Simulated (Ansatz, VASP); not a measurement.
## One calculation of Si2W, two programs

File INCAR:

```
SYSTEM = Si2W
PREC = Accurate
ENCUT = 520
EDIFF = 1E-7
ISMEAR = 0
SIGMA = 0.03
LREAL = .FALSE.
LASPH = .TRUE.
NELM = 80
ALGO = Normal
ISIF = 2
LWAVE = .FALSE.
LCHARG = .FALSE.
GGA = PE
NBANDS = 43
```

Contents of KPOINTS:

```
regular mesh
0
G
  9 9 6
  0 0 0
```

The input POSCAR:

```
Si2W
1.0
    4.7172346901      0.0000000000      0.0000000000
   -2.3586173451      4.0852450772      0.0000000000
    0.0000000000      0.0000000000      6.3602475327
Si W
6 3
Direct
    0.8488551621      0.6977103243      0.5000000000
    0.1511448379      0.8488551621      0.8333333333
    0.6977103243      0.8488551621      0.1666666667
    0.1511448379      0.3022896757      0.5000000000
    0.8488551621      0.1511448379      0.8333333333
    0.3022896757      0.1511448379      0.1666666667
    0.0000000000      0.5000000000      0.1666666667
    0.5000000000      0.5000000000      0.8333333333
    0.5000000000      0.0000000000      0.5000000000
```

Input for Ansatz:

```yaml
crystal:
  lattice:
    - [4.7172346901, 0.0, 0.0]
    - [-2.3586173451, 4.0852450772, 0.0]
    - [0.0, 0.0, 6.3602475327]
  atoms:
    - { symbol: Si, position: [0.8488551621, 0.6977103243, 0.5] }
    - { symbol: Si, position: [0.1511448379, 0.8488551621, 0.8333333333] }
    - { symbol: Si, position: [0.6977103243, 0.8488551621, 0.1666666667] }
    - { symbol: Si, position: [0.1511448379, 0.3022896757, 0.5] }
    - { symbol: Si, position: [0.8488551621, 0.1511448379, 0.8333333333] }
    - { symbol: Si, position: [0.3022896757, 0.1511448379, 0.1666666667] }
    - { symbol: W, position: [0.0, 0.5, 0.1666666667] }
    - { symbol: W, position: [0.5, 0.5, 0.8333333333] }
    - { symbol: W, position: [0.5, 0.0, 0.5] }
basis:
  ecutwfc: 420
kpoints:
  mp_grid: { grid: [9, 9, 6] }
hamiltonian:
  xc: pbe
  pseudopotentials: { kind: paw, azcp: { folder: soft_1 } }
scf:
  occupations: { method: gaussian, width: 0.03 }
output:
  forces: true
  stress: true
  eigenvalues: true
```

Alike in both runs: task single point; functional PBE; k mesh 9 × 9 × 6; occupations gaussian, width 0.03 eV; no spin polarisation.

|  | VASP | Ansatz |
| --- | --- | --- |
| version | VASP 6.6.1 | Ansatz 0.2.0 |
| potentials or method | VASP PAW PBE potentials, release 64 (Si, W_sv), cutoff 520 eV | scalar-relativistic, plane waves, PAW |
| valence electrons in the cell | 66 | 66 |

VASP gave:

- gap on the k mesh at the Fermi level (eV): none
- pressure (GPa): 2.7
- traceless stress, the component that is largest in VASP (GPa): 9.68
- rms of the force components (eV/Å): 0.752

Estimate Ansatz's values.

gap on the k mesh at the Fermi level (eV): none; pressure (GPa): 2.7; traceless stress, the component that is largest in VASP (GPa): 9.70; rms of the force components (eV/Å): 0.756.

Atom by atom the forces differ by 0.004 eV/Å (rms over components). A gap of «none» marks a metal or a gap that the smearing closes.

Neither program's run includes spin-orbit coupling.
